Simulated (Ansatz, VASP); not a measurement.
# CuO: VASP beside Ansatz

```
Cu O
1.0
     3.17550    0.00000    0.00000
     0.00000    3.17550    0.00000
     0.00000    0.00000    4.64953
Cu O
2 2
Direct
  0.00000 0.00000 0.00000
  0.50000 0.50000 0.00000
  0.50000 0.00000 0.26700
  0.00000 0.50000 0.73300
```

Alike in both runs: functional PBE; k mesh 8 × 8 × 6; occupations fermi-dirac, width 0.05 eV; no spin polarisation.

```csv
,VASP,Ansatz
version,VASP 6.6.1,Ansatz 0.2.0
potentials or method,"VASP PAW PBE potentials, release 64 (Cu, O)",Ansatz PAW
plane-wave cutoff (eV),520,420
valence electrons in the cell,34,50
task,single point,band structure
```

Ansatz gave:

| Property | Result |
| --- | --- |
| gap on the k mesh at the Fermi level (eV) | none |
| pressure (GPa) | 16.8 |
| traceless stress, the component that is largest in VASP (GPa) | -25.09 |
| rms of the force components (eV/Å) | 0.369 |

Task: What did VASP give for the same quantities?

Result: gap on the k mesh at the Fermi level (eV): none; pressure (GPa): 17.5; traceless stress, the component that is largest in VASP (GPa): -25.26; rms of the force components (eV/Å): 0.334.

Atom by atom the forces differ by 0.035 eV/Å (rms over components). A gap of «none» marks a metal or a gap that the smearing closes. VASP's potentials hold 34 valence electrons a cell and Ansatz's 50, so a difference there can come from the potentials and not from the codes.
